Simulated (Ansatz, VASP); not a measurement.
## One calculation of Sb, two programs

INCAR

```
PREC = Accurate ; ENCUT = 400
EDIFF = 1E-6 ; ISMEAR = 0
SIGMA = 0.05 ; LREAL = F
LASPH = T ; NELM = 120
ALGO = Normal ; ISIF = 2
LWAVE = F ; LCHARG = F
LDIPOL = T ; IDIPOL = 3
DIPOL = 0.5 0.5 0.388 ; GGA = PE
IVDW = 12 ; NBANDS = 38
GGA_COMPAT = F ; NELMDL = -8
```

The input KPOINTS:

```
regular mesh
0
Gamma
  9 9 1
```

Contents of POSCAR:

```
Sb
1.0
    4.0686848921      0.0000000000      0.0000000000
   -2.0343424461      3.5235844766      0.0000000000
    0.0000000000      0.0000000000     20.8000277116
Sb
4
Direct
    0.3333333333      0.6666666667      0.2956733491
    0.6666666667      0.3333333333      0.2163458656
    0.8888888889      1.4444444444      0.5600967399
    1.2222222222      1.1111111111      0.4807692564
```

Input for Ansatz:

```yaml
crystal:
  lattice:
    - [4.0686848921, 0.0, 0.0]
    - [-2.0343424461, 3.5235844766, 0.0]
    - [0.0, 0.0, 20.8000277116]
  atoms:
    - { symbol: Sb, position: [0.3333333333, 0.6666666667, 0.2956733491] }
    - { symbol: Sb, position: [0.6666666667, 0.3333333333, 0.2163458656] }
    - { symbol: Sb, position: [0.8888888889, 1.4444444444, 0.5600967399] }
    - { symbol: Sb, position: [1.2222222222, 1.1111111111, 0.4807692564] }
basis:
  ecutwfc: 420
kpoints:
  mp_grid: { grid: [9, 9, 1] }
hamiltonian:
  xc: pbe
  dispersion: d3bj
scf:
  occupations: { method: gaussian, width: 0.05 }
output:
  forces: true
  eigenvalues: true
efield:
  axis: 3
  dipole_correction: true
  ramp_width: 0.04
```

Alike in both runs: task single point; functional PBE; dispersion D3(BJ); k mesh 9 × 9 × 1; occupations gaussian, width 0.05 eV; no spin polarisation.

```csv
,VASP,Ansatz
version,VASP 6.6.1,Ansatz 0.2.0
potentials or method,"VASP PAW PBE potentials, release 64 (Sb_d_GW), cutoff 400 eV","scalar-relativistic, plane waves, PAW"
valence electrons in the cell,60,60
```

```csv
,VASP,Ansatz,Ansatz less VASP
gap on the k mesh at the Fermi level (eV),0.87,0.87,-0.002
least direct gap on the mesh (eV),1.51,1.51,-0.001
rms of the force components (eV/Å),0.040,0.040,+0.0003
```

Atom by atom the forces differ by 0.001 eV/Å (rms over components).

Spin-orbit coupling is off throughout.
